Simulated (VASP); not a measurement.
A run of VASP 6.6.1 is set up as follows.

The input INCAR:

```
PREC = Accurate
ENCUT = 600
EDIFF = 1E-7
ISMEAR = 0
SIGMA = 0.1
LREAL = F
LASPH = T
NELM = 80
ALGO = Normal
ISIF = 3
LWAVE = F
LCHARG = F
GGA = PE
IBRION = 2
NSW = 100
EDIFFG = -0.01
```

File KPOINTS:

```
Automatic mesh
0
Gamma
  12 12 12
```

The input POSCAR:

```
HfH6
1.0
    3.3340848803      0.0000000000      0.0000000000
    0.0000000000      3.3340848803      0.0000000000
    0.0000000000      0.0000000000      3.3340848803
Hf H
1 6
Direct
    0.0000000000      0.0000000000      0.0000000000
    0.1632236078      0.5000000000      0.5000000000
    0.5000000000      0.1632236078      0.5000000000
    0.8367763922      0.5000000000      0.5000000000
    0.5000000000      0.8367763922      0.5000000000
    0.5000000000      0.5000000000      0.1632236078
    0.5000000000      0.5000000000      0.8367763922
```

Potentials or basis: VASP PAW PBE potentials, release 64 (Hf_pv, H).

Run with:

```sh
$ cat potpaw_PBE.64/Hf_pv/POTCAR potpaw_PBE.64/H/POTCAR > POTCAR
$ mpirun -np 1 vasp_std > vasp.out
```

Q: Estimate the space group after relaxing (to 0.1 Å).

A: Pm-3m (No. 221).

Q: Predict the band gap on the k mesh.

A: Zero (bands 8 and 9 overlap by 3.82 eV).

Q: Estimate the relaxed cell.

A: a = 3.325 Å, b = 3.325 Å, c = 3.325 Å, α = 90.00°, β = 90.00°, γ = 90.00°.

Final structure:
```yaml
crystal:
  lattice:
    - [3.32465, 0.00000, 0.00000]
    - [0.00000, 3.32465, 0.00000]
    - [0.00000, 0.00000, 3.32465]
  atoms:
    - { symbol: Hf, position: [0.00000, 0.00000, 0.00000] }
    - { symbol: H, position: [0.16235, 0.50000, 0.50000] }
    - { symbol: H, position: [0.50000, 0.16235, 0.50000] }
    - { symbol: H, position: [0.83765, 0.50000, 0.50000] }
    - { symbol: H, position: [0.50000, 0.83765, 0.50000] }
    - { symbol: H, position: [0.50000, 0.50000, 0.16235] }
    - { symbol: H, position: [0.50000, 0.50000, 0.83765] }
```

Caveat: spin-orbit coupling is left out, which moves the levels of the heavy elements.
